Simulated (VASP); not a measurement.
KBr, 2 atoms in the cell. Symmetry: Pm-3m, No. 221, cubic system. The conventional cell has a = 4.043 Å, b = 4.043 Å, c = 4.043 Å, α = 90.00°, β = 90.00°, γ = 90.00°. Within 4.6 Å of Br (site symmetry m-3m) lie 8 K at 3.50 Å and 6 Br at 4.04 Å. K (site symmetry m-3m) has 8 Br at 3.50 Å and 6 K at 4.04 Å within 4.6 Å. 

* Program: VASP 6.6.1
* Task: single point
* Functional: RPBE
* Potentials or basis: VASP PAW PBE potentials, release 64 (Br, K_sv)
* Cutoff: 520 eV
* k mesh: 7 × 7 × 7
* Occupations: gaussian, width 0.02 eV
* Spin: no spin polarisation
* Dipole correction: no
* Further INCAR settings: ALGO = Normal; EDIFF = 1e-06; NBANDS = 15

Potentials or basis: VASP PAW PBE potentials, release 64 (Br, K_sv).

Command:

```sh
$ cat potpaw_PBE.64/Br/POTCAR potpaw_PBE.64/K_sv/POTCAR > POTCAR
$ mpirun -np 1 vasp_std > vasp.out
```

Hardware: 1 thread of Intel(R) Xeon(R) Platinum 8375C CPU @ 2.90GHz (Ice Lake) (shared host).

**Question.** How long does it take, and how much memory?

**Answer.** It took 31 s on 1 thread of Intel(R) Xeon(R) Platinum 8375C CPU @ 2.90GHz (Ice Lake), with other jobs on the host, peak memory 0.17 GiB. Counts: scf iterations 13, k points 20.
